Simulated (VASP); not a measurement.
# Pd2PtSe6 (P-31m) in VASP: a series of runs

Pd2PtSe6 is run at these levels: r2SCAN, PBE; tasks: single point, relaxation of cell and atoms.

Program: VASP 6.6.1. These are calculated values, not measurements. Logs are shortened: lines on timing, memory, paths and dates and some standing lists are left out, and cuts for length are marked.

### Step 1. The cell of the first run

It takes space group P-31m (No. 162, trigonal). Conventional cell: a = 6.577 Å, b = 6.577 Å, c = 5.032 Å, α = 90.00°, β = 90.00°, γ = 120.00°. Pd (site symmetry 32) has 6 Se at 2.55 Å within 3.4 Å. Within 3.3 Å of Pt (site symmetry -3m) lie 6 Se at 2.53 Å. Within 3.5 Å of Se (site symmetry m) lie 1 Pt at 2.53 Å and 2 Pd at 2.55 Å and 6 Se at 3.28 to 3.41 Å.

### Step 2. Single point, r2SCAN

Contents of POSCAR:

```
Pd2PtSe6
1.0
    6.5774788681      0.0000000000      0.0000000000
   -3.2887394341      5.6962637926      0.0000000000
    0.0000000000      0.0000000000      5.0319391566
Pd Pt Se
2 1 6
Direct
    0.6666666667      0.3333333333      0.0000000000
    0.3333333333      0.6666666667      0.0000000000
    0.0000000000      0.0000000000      0.0000000000
    0.0000000000      0.3309294092      0.2565218506
    0.6690705908      0.6690705908      0.2565218506
    0.3309294092      0.0000000000      0.2565218506
    0.3309294092      0.3309294092      0.7434781494
    0.0000000000      0.6690705908      0.7434781494
    0.6690705908      0.0000000000      0.7434781494
```

Contents of INCAR.step1:

```
SYSTEM = Pd2PtSe6
PREC = Accurate ; ENCUT = 520
ISMEAR = 0 ; SIGMA = 0.1
LREAL = .FALSE. ; LASPH = .TRUE.
NELM = 100 ; NBANDS = 43
GGA = PE ; ALGO = Normal
EDIFF = 1E-4 ; LWAVE = .TRUE.
LCHARG = .FALSE.
```

Contents of INCAR.step2:

```
SYSTEM = Pd2PtSe6
PREC = Accurate ; ENCUT = 520
EDIFF = 1E-7 ; ISMEAR = 0
SIGMA = 0.1 ; LREAL = .FALSE.
LASPH = .TRUE. ; NELM = 100
ALGO = Normal ; ISIF = 2
LWAVE = .FALSE. ; LCHARG = .FALSE.
METAGGA = R2SCAN ; LMIXTAU = .TRUE.
NBANDS = 43 ; ISTART = 1
```

Contents of KPOINTS:

```
Automatic mesh
0
G
  6 6 8
  0 0 0
```

Potentials or basis: VASP PAW PBE potentials, release 64 (Pd, Pt, Se).

On the command line:

```bash
cat potpaw_PBE.64/Pd/POTCAR potpaw_PBE.64/Pt/POTCAR potpaw_PBE.64/Se/POTCAR > POTCAR
cp INCAR.step1 INCAR
mpirun -np 1 vasp_std > vasp.out
cp INCAR.step2 INCAR
mpirun -np 1 vasp_std > vasp.out
```

OUTCAR:

```text
SYSTEM = Pd2PtSe6
   PREC = Accurate
   ENCUT = 520
   EDIFF = 1E-7
   ISMEAR = 0
   LREAL = .FALSE.
   LASPH = .TRUE.
   NELM = 100
   ISIF = 2
   METAGGA = R2SCAN
   ISTART = 1

 ion  position               nearest neighbor table
   1  0.667  0.333  0.000-   9 2.55   4 2.55   8 2.55   6 2.55   5 2.55   7 2.55
   2  0.333  0.667  0.000-   6 2.55   8 2.55   4 2.55   9 2.55   7 2.55   5 2.55
   3  0.000  0.000  0.000-   5 2.53   7 2.53   4 2.53   8 2.53   6 2.53   9 2.53
   4  0.000  0.331  0.257-   3 2.53   1 2.55   2 2.55
   5  0.669  0.669  0.257-   3 2.53   1 2.55   2 2.55
   6  0.331  0.000  0.257-   3 2.53   2 2.55   1 2.55
   7  0.331  0.331  0.743-   3 2.53   2 2.55   1 2.55
   8  0.000  0.669  0.743-   3 2.53   2 2.55   1 2.55
   9  0.669  0.000  0.743-   3 2.53   1 2.55   2 2.55

  LATTYP: Found a hexagonal cell.
 ALAT       =     6.5774788681
 C/A-ratio  =     0.7650255147

  Lattice vectors:

 A1 = (   6.5774788681,   0.0000000000,   0.0000000000)
 A2 = (  -3.2887394341,   5.6962637926,   0.0000000000)
 A3 = (   0.0000000000,   0.0000000000,   5.0319391566)

Analysis of symmetry for initial positions (statically):
=====================================================================
 Subroutine PRICEL returns:
 Original cell was already a primitive cell.

 Routine SETGRP: Setting up the symmetry group for a
 hexagonal supercell.

 Subroutine GETGRP returns: Found 12 space group operations
 (whereof 12 operations were pure point group operations)
 out of a pool of 24 trial point group operations.

The static configuration has the point symmetry D_3d.

Analysis of symmetry for dynamics (positions and initial velocities):
=====================================================================
 Subroutine PRICEL returns:
 Original cell was already a primitive cell.

 Routine SETGRP: Setting up the symmetry group for a
 hexagonal supercell.

 Subroutine GETGRP returns: Found 12 space group operations
 (whereof 12 operations were pure point group operations)
 out of a pool of 24 trial point group operations.

The dynamic configuration has the point symmetry D_3d.

 Subroutine INISYM returns: Found 12 space group operations
 (whereof 12 operations are pure point group operations),
 and found     1 'primitive' translations

----------------------------------------------------------------------------------------

                                     Primitive cell
[... 112 lines left out ...]
   ISYM   =      2    0-nonsym 1-usesym 2-fastsym
   POTIM  = 0.5000    time-step for ionic-motion
   TEBEG  =    0.0;   TEEND  =   0.0 temperature during run
   PSTRESS=    0.0 pullay stress
   NELECT =      66.0000    total number of electrons
   NUPDOWN=      -1.0000    fix difference up-down
   EMIN   =  10.00;   EMAX   =-10.00  energy-range for DOS
   EFERMI =   0.00;   METHOD = LEGACY
   ISMEAR =     0;   SIGMA  =   0.10  broadening in eV -4-tet -1-fermi 0-gaus
   EFERMI_NEDOS =   21; number of points for ismear=-14 and -15
   IALGO  =     38    algorithm
   IMIX   =      4    mixing-type and parameters
     AMIX     =   0.40;   BMIX     =  1.00
     AMIX_MAG =   1.60;   BMIX_MAG =  1.00
  volume/ion in A,a.u.               =      20.95       141.36
  Fermi-wavevector in a.u.,A,eV,Ry     =   1.153793  2.180352 18.112591  1.331238
  Thomas-Fermi vector in A             =   2.290434
   LORBIT       =      0    0 simple, 1 ext, 2 COOP (PROOUT), +10 PAW based schemes
   METAGGA = R2SCAN    functional components
   LHFCALC =     F    Hartree Fock is set to
   AEXX    =    0.0000 exact exchange contribution
   IVDW    =     0    specifies the selected vdW correction
   LEPSILON=     F    determine dielectric tensor
   LRPA    =     F    only Hartree local field effects (RPA)
 non-spin polarized calculation
 Gauss-broadening in eV      SIGMA  =   0.10
  energy-cutoff  :      520.00
  volume of cell :      188.53
 maximum number of plane-waves:      5107
 NGX is ok and might be reduce to    50
   NGX = 25   NGY = 25   NGZ = 19

 number of electron      66.0000005 magnetization

 Free energy of the ion-electron system (eV)
  ---------------------------------------------------
  ext. energy  EPLUGINS =         0.00000000
  ---------------------------------------------------
  free energy    TOTEN  =      -186.46610293 eV

  energy without entropy =     -186.45090547  energy(sigma->0) =     -186.45850420

 E-fermi :   5.3798     XC(G=0): -11.0356

 val. band max:        5.3580613976   @ k =   0.1667  -0.0000   0.1250
 cond. band min:       5.4023620069   @ k =  -0.1667   0.5000   0.3750
 fundamental gap:      0.0443006093
 Fermi energy:         5.3798064131

 k-point     1 :       0.0000    0.0000    0.0000
  band No.  band energies     occupation
      1     -10.0740      2.00000
      2      -8.2571      2.00000
      3      -8.2571      2.00000
      4      -8.2536      2.00000
      5      -8.2536      2.00000
      6      -7.4337      2.00000
[... 1093 lines left out ...]
     42      11.7933      0.00000
     43      12.0317      0.00000

 [... further k-points ...]

------------------------ aborting loop because EDIFF is reached ----------------------------------------

  FORCE on cell =-STRESS in cart. coord.  units (eV):
  Direction    XX          YY          ZZ          XY          YZ          ZX
  --------------------------------------------------------------------------------------
  -------------------------------------------------------------------------------------
  Total       -2.9069067     -2.9069067     -1.0737518      0.0000000      0.0000000      0.0000000
  in kB      -24.7034009    -24.7034009     -9.1249302      0.0000000      0.0000000      0.0000000
  external PRESSURE =     -19.5105773 kB  Pullay stress =       0.0000000 kB

 VOLUME and BASIS-vectors are now :
 -----------------------------------------------------------------------------
  energy-cutoff  :      520.00
  volume of cell :      188.53
      direct lattice vectors                 reciprocal lattice vectors
     6.577478868  0.000000000  0.000000000     0.152033936  0.087776834  0.000000000
    -3.288739434  5.696263793  0.000000000     0.000000000  0.175553668  0.000000000
     0.000000000  0.000000000  5.031939157     0.000000000  0.000000000  0.198730543

 POSITION                                       TOTAL-FORCE (eV/Angst)
 -----------------------------------------------------------------------------------
      3.28874      1.89875      0.00000        -0.000000     -0.000000     -0.000000
     -0.00000      3.79751      0.00000         0.000000     -0.000000      0.000000
      0.00000      0.00000      0.00000         0.000000     -0.000000      0.000000
     -1.08834      1.88506      1.29080         0.013048     -0.022599     -0.165128
      2.20040      3.81120      1.29080         0.013048      0.022599     -0.165128
      2.17668      0.00000      1.29080        -0.026095     -0.000000     -0.165128
      1.08834      1.88506      3.74114        -0.013048     -0.022599      0.165128
     -2.20040      3.81120      3.74114        -0.013048      0.022599      0.165128
      4.40080      0.00000      3.74114         0.026095      0.000000      0.165128
 -----------------------------------------------------------------------------------
    total drift:                                0.000000     -0.000000     -0.000000

  FREE ENERGIE OF THE ION-ELECTRON SYSTEM (eV)
  ---------------------------------------------------
  free  energy   TOTEN  =      -186.4661029252 eV

  energy  without entropy=     -186.4509054695  energy(sigma->0) =     -186.45850420
```

Wall time 11 min (1 thread of Intel Xeon 6975P-C (Granite Rapids), shared host); peak memory 0.57 GiB.

Results:

```yaml
Free_energy: -186.4661 eV
Pressure: -2.0 GPa
Largest_force: 0.167 eV/Å
Band_gap_on_the_k_mesh: zero (bands 33 and 34 overlap by 0.40 eV)
```

Forces in eV/Å, atoms in the order of the input:
```
Pd   0.000  0.000  0.000
Pd   0.000  0.000  0.000
Pt   0.000  0.000  0.000
Se   0.013 -0.023 -0.165
Se   0.013  0.023 -0.165
Se  -0.026  0.000 -0.165
Se  -0.013 -0.023  0.165
Se  -0.013  0.023  0.165
Se   0.026  0.000  0.165
```

Stress tensor (GPa, compression positive):
```
-2.47  0.00  0.00
 0.00 -2.47  0.00
 0.00  0.00 -0.91
```

Levels at points of the mesh, in eV from the Fermi level:
```csv
k point,band 31,band 32,band 33,band 34,band 35,band 36
"(0.00, 0.00, 0.00)",-0.73,-0.73,-0.28,-0.28,0.07,0.07
"(0.50, 0.00, 0.00)",-2.11,-0.36,-0.17,0.45,0.46,1.02
"(0.00, 0.00, 0.50)",-1.31,-1.27,-1.27,1.82,1.82,1.83
"(0.50, 0.00, 0.50)",-1.18,-1.16,-0.91,0.02,0.27,0.88
```

Caveat: the PAW data sets were made with another functional, which shifts forces and pressure a little; spin-orbit coupling is left out, which moves the levels of the heavy elements.

### Step 3. Relaxation of cell and atoms, PBE

This run uses another cell than the first one, of 21.04 Å³/atom.

Contents of INCAR:

```
SYSTEM = Pd2PtSe6
PREC = Accurate
ENCUT = 600
EDIFF = 1E-6
ISMEAR = 0
SIGMA = 0.1
LREAL = .False.
LASPH = .True.
NELM = 100
ALGO = Normal
ISIF = 3
LWAVE = .False.
LCHARG = .False.
GGA = PE
IBRION = 2
NSW = 100
EDIFFG = -0.01
```

Contents of KPOINTS:

```
regular mesh
0
Gamma
  6 6 8
  0 0 0
```

Contents of POSCAR:

```
Pd2PtSe6
1.0
    6.5813587921      0.0000000000      0.0000000000
   -3.2906793961      5.6996239054      0.0000000000
    0.0000000000      0.0000000000      5.0470949155
Pd Pt Se
2 1 6
Direct
    0.6666666667      0.3333333333      0.0000000000
    0.3333333333      0.6666666667      0.0000000000
    0.0000000000      0.0000000000      0.0000000000
    0.0000000000      0.3310418940      0.2550605687
    0.6689581060      0.6689581060      0.2550605687
    0.3310418940      0.0000000000      0.2550605687
    0.3310418940      0.3310418940      0.7449394313
    0.0000000000      0.6689581060      0.7449394313
    0.6689581060      0.0000000000      0.7449394313
```

Potentials or basis: VASP PAW PBE potentials, release 64 (Pd, Pt, Se).

On the command line:

```bash
cat potpaw_PBE.64/Pd/POTCAR potpaw_PBE.64/Pt/POTCAR potpaw_PBE.64/Se/POTCAR > POTCAR
mpirun -np 1 vasp_std > vasp.out
```

OUTCAR:

```text
SYSTEM = Pd2PtSe6
   PREC = Accurate
   ENCUT = 600
   EDIFF = 1E-6
   ISMEAR = 0
   LREAL = .False.
   LASPH = .True.
   NELM = 100
   ISIF = 3
   GGA = PE
   IBRION = 2
   NSW = 100
   EDIFFG = -0.01

 ion  position               nearest neighbor table
   1  0.667  0.333  0.000-   4 2.55   9 2.55   6 2.55   8 2.55   7 2.55   5 2.55
   2  0.333  0.667  0.000-   8 2.55   6 2.55   9 2.55   4 2.55   5 2.55   7 2.55
   3  0.000  0.000  0.000-   5 2.53   7 2.53   6 2.53   9 2.53   8 2.53   4 2.53
   4  0.000  0.331  0.255-   3 2.53   1 2.55   2 2.55
   5  0.669  0.669  0.255-   3 2.53   2 2.55   1 2.55
   6  0.331  0.000  0.255-   3 2.53   2 2.55   1 2.55
   7  0.331  0.331  0.745-   3 2.53   1 2.55   2 2.55
   8  0.000  0.669  0.745-   3 2.53   2 2.55   1 2.55
   9  0.669  0.000  0.745-   3 2.53   1 2.55   2 2.55

  LATTYP: Found a hexagonal cell.
 ALAT       =     6.5813587921
 C/A-ratio  =     0.7668773387
[... 499 lines left out ...]

 Free energy of the ion-electron system (eV)
  ---------------------------------------------------
  ext. energy  EPLUGINS =         0.00000000
  ---------------------------------------------------
  free energy    TOTEN  =       -40.39824627 eV

  energy without entropy =      -40.38220851  energy(sigma->0) =      -40.39022739

 E-fermi :   5.5556     XC(G=0): -10.4453

 val. band max:        5.5136579986   @ k =   0.1667  -0.0000   0.1250
 cond. band min:       5.5741356173   @ k =  -0.1667   0.5000   0.3750
 fundamental gap:      0.0604776187
 Fermi energy:         5.5556493443

 k-point     1 :       0.0000    0.0000    0.0000
  band No.  band energies     occupation
      1      -9.2717      2.00000
      2      -7.5243      2.00000
      3      -7.5243      2.00000
      4      -7.5189      2.00000
      5      -7.5189      2.00000
      6      -6.7422      2.00000
[... 997 lines left out ...]
     38       7.3662      0.00000
     39       7.7362      0.00000

 [... further k-points ...]
[... 5 lines left out ...]
  --------------------------------------------------------------------------------------
  -------------------------------------------------------------------------------------
  Total       -0.0490108     -0.0490108     -0.0898457      0.0000000      0.0000000      0.0000000
  in kB       -0.4166450     -0.4166450     -0.7637866      0.0000000      0.0000000      0.0000000
  external PRESSURE =      -0.5323589 kB  Pullay stress =       0.0000000 kB
[... 24 lines left out ...]
  FREE ENERGIE OF THE ION-ELECTRON SYSTEM (eV)
  ---------------------------------------------------
  free  energy   TOTEN  =       -40.3982462665 eV

  energy  without entropy=      -40.3822085146  energy(sigma->0) =      -40.39022739

 reached required accuracy - stopping structural energy minimisation
```

OSZICAR:

```text
N       E                     dE             d eps       ncg     rms          rms(c)
DAV:   1     0.431036503367E+03    0.43104E+03   -0.32549E+04  3432   0.169E+03
[... 62 lines left out ...]
       N       E                     dE             d eps       ncg     rms          rms(c)
DAV:   1    -0.403995194994E+02   -0.14075E-02   -0.54967E-02  3432   0.124E+00    0.236E-01
DAV:   2    -0.403987618518E+02    0.75765E-03   -0.74416E-03  3432   0.756E-01    0.170E-01
DAV:   3    -0.403983196637E+02    0.44219E-03   -0.10408E-03  3476   0.355E-01    0.552E-02
DAV:   4    -0.403982550927E+02    0.64571E-04   -0.30902E-04  3460   0.112E-01    0.289E-02
DAV:   5    -0.403982455156E+02    0.95771E-05   -0.63992E-05  3630   0.562E-02    0.153E-02
DAV:   6    -0.403982462665E+02   -0.75097E-06   -0.75665E-06  3495   0.162E-02
   8 F= -.40398246E+02 E0= -.40390227E+02  d E =-.198233E-03
```

CONTCAR:

```text
Pd2PtSe6
   1.00000000000000
     6.5792708601327474    0.0000000000000186    0.0000000000000000
    -3.2896354301163422    5.6978157032749568    0.0000000000000000
     0.0000000000000000   -0.0000000000000000    5.0274752019556619
  Pd              Pt              Se
     2     1     6
Direct
     0.6666666667000030    0.3333333332999970    0.0000000000000000
     0.3333333332999970    0.6666666667000030    0.0000000000000000
     0.0000000000000000    0.0000000000000000    0.0000000000000000
     0.0000000000000000    0.3308481358683740    0.2569184630178046
     0.6691518641316259    0.6691518641316259    0.2569184630178046
     0.3308481358683740    0.0000000000000000    0.2569184630178046
     0.3308481358683740    0.3308481358683740    0.7430815369821954
     0.0000000000000000    0.6691518641316259    0.7430815369821954
     0.6691518641316259    0.0000000000000000    0.7430815369821954

  0.00000000E+00  0.00000000E+00  0.00000000E+00
  0.00000000E+00  0.00000000E+00  0.00000000E+00
  0.00000000E+00  0.00000000E+00  0.00000000E+00
  0.00000000E+00  0.00000000E+00  0.00000000E+00
  0.00000000E+00  0.00000000E+00  0.00000000E+00
  0.00000000E+00  0.00000000E+00  0.00000000E+00
  0.00000000E+00  0.00000000E+00  0.00000000E+00
  0.00000000E+00  0.00000000E+00  0.00000000E+00
  0.00000000E+00  0.00000000E+00  0.00000000E+00
```

Run time: 12 min. Hardware: 1 thread of Intel Xeon 6975P-C (Granite Rapids), shared host; peak memory 0.62 GiB.

What came out:

- Free energy: -40.3982 eV
- Relaxed volume: 20.94 Å³/atom
- Relaxed cell: a = 6.579 Å, b = 6.579 Å, c = 5.027 Å, α = 90.00°, β = 90.00°, γ = 120.00°
- Space group after relaxing (to 0.1 Å): P-31m (No. 162)
- Energy gained by relaxing: 0.1 meV/atom
- Ionic steps: 8
- Pressure after relaxing: -0.1 GPa
- Largest force after relaxing: 0.006 eV/Å
- Band gap on the k mesh: zero (bands 33 and 34 overlap by 0.41 eV)

Forces in eV/Å, atoms in the order of the input:
```
Pd   0.000  0.000  0.000
Pd   0.000  0.000  0.000
Pt   0.000  0.000  0.000
Se   0.001 -0.001 -0.006
Se   0.001  0.001 -0.006
Se  -0.002  0.000 -0.006
Se  -0.001 -0.001  0.006
Se  -0.001  0.001  0.006
Se   0.002  0.000  0.006
```

The path:
```tsv
step	energy change (eV)	largest force (eV/Å)	pressure (GPa)	volume (Å³)
1	0.0000	0.0317	-0.04	189.32
2	-0.0003	0.0249	-0.02	189.18
3	-0.0007	0.0073	0.02	188.77
4	-0.0008	0.0061	-0.09	188.77
5	-0.0008	0.0129	-0.15	188.78
6	-0.0008	0.0099	-0.13	188.77
7	-0.0009	0.0090	-0.11	188.70
8	-0.0010	0.0064	-0.05	188.47
```

Final structure:
```
Pd Pt Se
1.0
     6.57927    0.00000    0.00000
    -3.28964    5.69782    0.00000
     0.00000    0.00000    5.02748
Pd Pt Se
2 1 6
Cartesian
  3.2896 1.8993 0.0000
  0.0000 3.7985 0.0000
  0.0000 0.0000 0.0000
  -1.0884 1.8851 1.2917
  2.2013 3.8127 1.2917
  2.1767 0.0000 1.2917
  1.0884 1.8851 3.7358
  -2.2013 3.8127 3.7358
  4.4025 0.0000 3.7358
```

Caveat: spin-orbit coupling is left out, which moves the levels of the heavy elements.

The gap in the log of VASP goes by the Fermi energy; the results here count the filled bands.